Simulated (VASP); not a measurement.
# Ti4B (P-43m) in VASP: further runs, part 2 of 2

VASP 6.6.1. The steps go on from the part before.

### Step 3. Relaxation of cell and atoms, PBE

INCAR

```
SYSTEM = Ti4B
ALGO = Fast
EDIFF = 1E-7
EDIFFG = -0.01
ENCUT = 600
GGA = PE
IBRION = 2
ISIF = 3
ISMEAR = 0
LASPH = .True.
LCHARG = .False.
LREAL = .False.
LWAVE = .False.
NELM = 80
NSW = 100
PREC = Accurate
SIGMA = 0.1
```

KPOINTS

```
k-points
0
Gamma
  8 8 8
  0 0 0
```

POSCAR

```
Ti4B
1.0
    4.3883670381      0.0000000000      0.0000000000
    0.0000000000      4.3883670381      0.0000000000
    0.0000000000      0.0000000000      4.3883670381
Ti B
4 1
Direct
    0.2698278044      0.2698278044      0.2698278044
    0.7301721956      0.7301721956      0.2698278044
    0.2698278044      0.7301721956      0.7301721956
    0.7301721956      0.2698278044      0.7301721956
    0.0000000000      0.0000000000      0.0000000000
```

Potentials or basis: VASP PAW PBE potentials, release 64 (Ti_sv, B).

The run is started by

```sh
$ cat potpaw_PBE.64/Ti_sv/POTCAR potpaw_PBE.64/B/POTCAR > POTCAR
$ mpirun -np 1 vasp_std > vasp.out
```

OUTCAR:

```text
SYSTEM = Ti4B
   EDIFF = 1E-7
   EDIFFG = -0.01
   ENCUT = 600
   GGA = PE
   IBRION = 2
   ISIF = 3
   ISMEAR = 0
   LASPH = .True.
   LREAL = .False.
   NELM = 80
   NSW = 100
   PREC = Accurate

 ion  position               nearest neighbor table
   1  0.270  0.270  0.270-   5 2.05   3 2.86   4 2.86   2 2.86
   2  0.730  0.730  0.270-   5 2.05   3 2.86   4 2.86   1 2.86
   3  0.270  0.730  0.730-   5 2.05   2 2.86   4 2.86   1 2.86
   4  0.730  0.270  0.730-   5 2.05   2 2.86   3 2.86   1 2.86
   5  0.000  0.000  0.000-   1 2.05   2 2.05   3 2.05   4 2.05

  LATTYP: Found a simple cubic cell.
 ALAT       =     4.3883670381

  Lattice vectors:

 A1 = (   4.3883670381,   0.0000000000,   0.0000000000)
 A2 = (   0.0000000000,   4.3883670381,   0.0000000000)
 A3 = (   0.0000000000,   0.0000000000,   4.3883670381)

Analysis of symmetry for initial positions (statically):
=====================================================================
 Subroutine PRICEL returns:
 Original cell was already a primitive cell.

 Routine SETGRP: Setting up the symmetry group for a
 simple cubic supercell.

 Subroutine GETGRP returns: Found 24 space group operations
 (whereof 24 operations were pure point group operations)
 out of a pool of 48 trial point group operations.

The static configuration has the point symmetry T_d .

Analysis of symmetry for dynamics (positions and initial velocities):
=====================================================================
 Subroutine PRICEL returns:
 Original cell was already a primitive cell.

 Routine SETGRP: Setting up the symmetry group for a
 simple cubic supercell.

 Subroutine GETGRP returns: Found 24 space group operations
 (whereof 24 operations were pure point group operations)
 out of a pool of 48 trial point group operations.

The dynamic configuration has the point symmetry T_d .

 Subroutine INISYM returns: Found 24 space group operations
 (whereof 24 operations are pure point group operations),
 and found     1 'primitive' translations

----------------------------------------------------------------------------------------

                                     Primitive cell

  volume of cell :      84.5101

  direct lattice vectors                    reciprocal lattice vectors
     4.388367038  0.000000000  0.000000000     0.227875196  0.000000000  0.000000000
     0.000000000  4.388367038  0.000000000     0.000000000  0.227875196  0.000000000
     0.000000000  0.000000000  4.388367038     0.000000000  0.000000000  0.227875196

  length of vectors
     4.388367038  4.388367038  4.388367038     0.227875196  0.227875196  0.227875196

  position of ions in fractional coordinates (direct lattice)
     0.269827804  0.269827804  0.269827804
     0.730172196  0.730172196  0.269827804
     0.269827804  0.730172196  0.730172196
     0.730172196  0.269827804  0.730172196
     0.000000000  0.000000000  0.000000000

  ion indices of the primitive-cell ions
   primitive index   ion index
                 1           1
                 2           2
                 3           3
                 4           4
                 5           5

----------------------------------------------------------------------------------------

 KPOINTS: k-points

[... 27 lines left out ...]
  0.375000  0.000000  0.000000      6.000000
  0.500000  0.000000  0.000000      3.000000
  0.125000  0.125000  0.000000     12.000000
[... 16 lines left out ...]
  0.375000  0.375000  0.125000     24.000000
  0.500000  0.375000  0.125000     24.000000
 [... further k-points ...]
   k-points           NKPTS =     35   k-points in BZ     NKDIM =     35   number of bands    NBANDS=     30
   number of dos      NEDOS =    301   number of ions     NIONS =      5
   total plane-waves  NPLWV =  46656
   dimension x,y,z NGX =    36 NGY =   36 NGZ =   36
   dimension x,y,z NGXF=    72 NGYF=   72 NGZF=   72
   ions per type =               4   1
   NGX,Y,Z   is equivalent  to a cutoff of  13.64, 13.64, 13.64 a.u.
   NGXF,Y,Z  is equivalent  to a cutoff of  27.28, 27.28, 27.28 a.u.
 SYSTEM =  Ti4B
   PREC   = accura    normal or accurate (medium, high low for compatibility)
   ISTART =      0    job   : 0-new  1-cont  2-samecut
   ICHARG =      2    charge: 1-file 2-atom 10-const
   ISPIN  =      1    spin polarized calculation?
   LNONCOLLINEAR =      F non collinear calculations
   LSORBIT =      F    spin-orbit coupling
   LASPH  =      T    aspherical Exc in radial PAW
   ENCUT  =  600.0 eV  44.10 Ry    6.64 a.u.   8.76  8.76  8.76*2*pi/ulx,y,z
   NELM   =     80;   NELMIN=  2; NELMDL= -5     # of ELM steps
   EDIFF  = 0.1E-06   stopping-criterion for ELM
   LREAL  =      F    real-space projection
   EDIFFG = -.1E-01   stopping-criterion for IOM
   NSW    =    100    number of steps for IOM
   IBRION =      2    ionic relax: 0-MD 1-quasi-New 2-CG
   NFREE  =      1    steps in history (QN), initial steepest desc. (CG)
   ISIF   =      3    stress and relaxation
   ISYM   =      2    0-nonsym 1-usesym 2-fastsym
   POTIM  = 0.5000    time-step for ionic-motion
   TEBEG  =    0.0;   TEEND  =   0.0 temperature during run
   PSTRESS=    0.0 pullay stress
   NELECT =      51.0000    total number of electrons
   NUPDOWN=      -1.0000    fix difference up-down
   EMIN   =  10.00;   EMAX   =-10.00  energy-range for DOS
   EFERMI =   0.00;   METHOD = LEGACY
   ISMEAR =     0;   SIGMA  =   0.10  broadening in eV -4-tet -1-fermi 0-gaus
   EFERMI_NEDOS =   21; number of points for ismear=-14 and -15
   IALGO  =     68    algorithm
   IMIX   =      4    mixing-type and parameters
     AMIX     =   0.40;   BMIX     =  1.00
     AMIX_MAG =   1.60;   BMIX_MAG =  1.00
  volume/ion in A,a.u.               =      16.90       114.06
  Fermi-wavevector in a.u.,A,eV,Ry     =   1.383445  2.614332 26.040469  1.913920
  Thomas-Fermi vector in A             =   2.508042
   LORBIT       =      0    0 simple, 1 ext, 2 COOP (PROOUT), +10 PAW based schemes
   GGA     = PE    functional components
   LHFCALC =     F    Hartree Fock is set to
   AEXX    =    0.0000 exact exchange contribution
   IVDW    =     0    specifies the selected vdW correction
   LEPSILON=     F    determine dielectric tensor
   LRPA    =     F    only Hartree local field effects (RPA)
 conjugate gradient relaxation of ions
 non-spin polarized calculation
 RMM-DIIS sequential band-by-band and
 Gauss-broadening in eV      SIGMA  =   0.10
  energy-cutoff  :      600.00
  volume of cell :       84.51
 maximum number of plane-waves:      2872
 NGX is ok and might be reduce to    36
   NGX = 17   NGY = 17   NGZ = 17

--------------------------------------- Ionic step        1  -------------------------------------------

 number of electron      50.9999999 magnetization

 Free energy of the ion-electron system (eV)
  ---------------------------------------------------
  ext. energy  EPLUGINS =         0.00000000
  ---------------------------------------------------
  free energy    TOTEN  =       -35.71555424 eV

  energy without entropy =      -35.67147954  energy(sigma->0) =      -35.69351689

------------------------ aborting loop because EDIFF is reached ----------------------------------------

  FORCE on cell =-STRESS in cart. coord.  units (eV):
  Direction    XX          YY          ZZ          XY          YZ          ZX
  --------------------------------------------------------------------------------------
  -------------------------------------------------------------------------------------
  Total        0.0778796      0.0778796      0.0778796     -0.0000000     -0.0000000      0.0000000
  in kB        1.4764728      1.4764728      1.4764728     -0.0000000     -0.0000000      0.0000000
  external PRESSURE =       1.4764728 kB  Pullay stress =       0.0000000 kB
[... 65 lines left out ...]
--------------------------------------- Ionic step        3  -------------------------------------------

 number of electron      51.0000000 magnetization

 Free energy of the ion-electron system (eV)
  ---------------------------------------------------
  ext. energy  EPLUGINS =         0.00000000
  ---------------------------------------------------
  free energy    TOTEN  =       -35.71582891 eV

  energy without entropy =      -35.67128792  energy(sigma->0) =      -35.69355841

 E-fermi :   7.0508     XC(G=0): -11.0060

 val. band max:        7.0327556174   @ k =   0.3750   0.3750   0.2500
 cond. band min:       7.0583281283   @ k =   0.2500   0.2500   0.2500
 fundamental gap:      0.0255725109
 Fermi energy:         7.0507719321

 k-point     1 :       0.0000    0.0000    0.0000
  band No.  band energies     occupation
      1     -49.8477      2.00000
      2     -49.7569      2.00000
      3     -49.7569      2.00000
      4     -49.7569      2.00000
      5     -26.2754      2.00000
      6     -26.2480      2.00000
[... 781 lines left out ...]
     29       7.7295      0.00000
     30       7.8963      0.00000

 [... further k-points ...]
[... 5 lines left out ...]
  --------------------------------------------------------------------------------------
  -------------------------------------------------------------------------------------
  Total       -0.0452642     -0.0452642     -0.0452642      0.0000000      0.0000000     -0.0000000
  in kB       -0.8565269     -0.8565269     -0.8565269      0.0000000      0.0000000     -0.0000000
  external PRESSURE =      -0.8565269 kB  Pullay stress =       0.0000000 kB
[... 20 lines left out ...]
  FREE ENERGIE OF THE ION-ELECTRON SYSTEM (eV)
  ---------------------------------------------------
  free  energy   TOTEN  =       -35.7158289053 eV

  energy  without entropy=      -35.6712879209  energy(sigma->0) =      -35.69355841

 reached required accuracy - stopping structural energy minimisation
```

OSZICAR:

```text
N       E                     dE             d eps       ncg     rms          rms(c)
DAV:   1     0.688296128648E+03    0.68830E+03   -0.28710E+04  2100   0.224E+03
DAV:   2     0.488461833151E+02   -0.63945E+03   -0.63231E+03  2100   0.643E+02
DAV:   3    -0.332787646522E+02   -0.82125E+02   -0.80479E+02  3538   0.191E+02
[... 109 lines left out ...]
RMM:   8    -0.357158283509E+02   -0.57611E-06   -0.41975E-06  2667   0.880E-03    0.135E-03
RMM:   9    -0.357158286165E+02   -0.26562E-06   -0.15775E-06  2511   0.784E-03    0.437E-04
RMM:  10    -0.357158287584E+02   -0.14186E-06   -0.13617E-06  2239   0.548E-03    0.420E-04
RMM:  11    -0.357158288705E+02   -0.11215E-06   -0.71986E-07  2151   0.440E-03    0.187E-04
RMM:  12    -0.357158289053E+02   -0.34749E-07   -0.47516E-07  2037   0.384E-03
   3 F= -.35715829E+02 E0= -.35693558E+02  d E =-.274670E-03
```

Wall time 24 min (1 thread of Intel Xeon 8259CL, shared host); peak memory 0.27 GiB.

What came out:

| Quantity | Value |
| --- | --- |
| Free energy | -35.7158 eV |
| Relaxed volume | 16.93 Å³/atom |
| Relaxed cell | a = 4.391 Å, b = 4.391 Å, c = 4.391 Å, α = 90.00°, β = 90.00°, γ = 90.00° |
| Space group after relaxing (to 0.1 Å) | P-43m (No. 215) |
| Energy gained by relaxing | 0.1 meV/atom |
| Ionic steps | 3 |
| Pressure after relaxing | -0.1 GPa |
| Largest force after relaxing | 0.009 eV/Å |
| Band gap on the k mesh | zero (an odd number of electrons rules out a gap without spin polarisation) |

Forces in eV/Å, atoms in the order of the input:
```
Ti   0.005  0.005  0.005
Ti  -0.005 -0.005  0.005
Ti   0.005 -0.005 -0.005
Ti  -0.005  0.005 -0.005
B    0.000  0.000  0.000
```

The path:
```csv
step,energy change (eV),largest force (eV/Å),pressure (GPa),volume (Å³)
1,0.0000,0.0473,0.15,84.51
2,-0.0003,0.0003,-0.13,84.70
3,-0.0003,0.0092,-0.09,84.67
```

Final structure:
```
Ti B
1.0
     4.39111    0.00000    0.00000
     0.00000    4.39111    0.00000
     0.00000    0.00000    4.39111
Ti B
4 1
Direct
  0.27008 0.27008 0.27008
  0.72992 0.72992 0.27008
  0.27008 0.72992 0.72992
  0.72992 0.27008 0.72992
  0.00000 0.00000 0.00000
```

Levels at points of the mesh, in eV from the Fermi level:
| k point | band 23 | band 24 | band 25 | band 26 | band 27 | band 28 | band 29 | band 30 |
| --- | --- | --- | --- | --- | --- | --- | --- | --- |
| (0.00, 0.00, 0.00) | -1.34 | -0.05 | -0.05 | -0.05 | -0.03 | 1.26 | 1.26 | 2.16 |
| (0.50, 0.00, 0.00) | -0.64 | -0.51 | -0.33 | -0.30 | 0.03 | 0.03 | 0.23 | 1.27 |
| (0.50, 0.50, 0.00) | -1.00 | -0.73 | -0.37 | -0.14 | 0.19 | 0.19 | 0.80 | 0.80 |
| (0.50, 0.50, 0.50) | -1.38 | -0.91 | 0.51 | 0.51 | 0.51 | 0.53 | 0.53 | 0.75 |

The gap in the log of VASP goes by the Fermi energy; the results here count the filled bands.